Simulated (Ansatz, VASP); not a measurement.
One calculation of NbAs, two programs

Contents of INCAR:

```
SYSTEM = NbAs
PREC = Accurate ; ENCUT = 520
EDIFF = 1E-6 ; ISMEAR = -1
SIGMA = 0.05 ; LREAL = .FALSE.
LASPH = .TRUE. ; NELM = 80
ALGO = Normal ; ISIF = 2
LWAVE = .FALSE. ; LCHARG = .TRUE.
GGA = PE ; LELF = .TRUE.
LVHAR = .TRUE. ; NBANDS = 26
```

KPOINTS

```
regular mesh
0
G
  11 11 11
  0 0 0
```

Contents of POSCAR:

```
NbAs
1.0
   -1.7372798033      1.7372798033      5.8786766238
    1.7372798033     -1.7372798033      5.8786766238
    1.7372798033      1.7372798033     -5.8786766238
Nb As
2 2
Direct
    0.5000000000      0.0000000000      0.5000000000
    0.7500000000      0.7500000000      0.0000000000
    0.9160000000      0.4160000000      0.5000000000
    0.1660000000      0.1660000000      0.0000000000
```

Contents of input.yaml:

```yaml
crystal:
  lattice:
    - [-1.7372798033, 1.7372798033, 5.8786766238]
    - [1.7372798033, -1.7372798033, 5.8786766238]
    - [1.7372798033, 1.7372798033, -5.8786766238]
  atoms:
    - { symbol: Nb, position: [0.5, 0.0, 0.5] }
    - { symbol: Nb, position: [0.75, 0.75, 0.0] }
    - { symbol: As, position: [0.916, 0.416, 0.5] }
    - { symbol: As, position: [0.166, 0.166, 0.0] }
hamiltonian:
  xc: pbe
  pseudopotentials: { kind: paw }
kpoints:
  mp_grid: { grid: [11, 11, 11] }
scf:
  occupations: { method: fermi_dirac, width: 0.05 }
output:
  forces: true
  stress: true
  eigenvalues: true
```

Alike in both runs: task single point; functional PBE; k mesh 11 × 11 × 11; occupations fermi-dirac, width 0.05 eV; no spin polarisation.

|  | VASP | Ansatz |
| --- | --- | --- |
| version | VASP 6.6.1 | Ansatz 0.2.0 |
| potentials or method | VASP PAW PBE potentials, release 64 (Nb_sv, As) | Ansatz PAW |
| plane-wave cutoff (eV) | 520 | 420 |
| valence electrons in the cell | 36 | 56 |

|  | VASP | Ansatz | Ansatz less VASP |
| --- | --- | --- | --- |
| gap on the k mesh at the Fermi level (eV) | none | none | - |
| pressure (GPa) | -0.1 | -0.1 | 0.00 |
| traceless stress, the component that is largest in VASP (GPa) | 0.69 | 0.71 | +0.028 |
| rms of the force components (eV/Å) | 0.158 | 0.158 | -0.0004 |

Atom by atom the forces differ by 0.000 eV/Å (rms over components). A gap of «none» marks a metal or a gap that the smearing closes. VASP's potentials hold 36 valence electrons a cell and Ansatz's 56, so a difference there can come from the potentials and not from the codes.
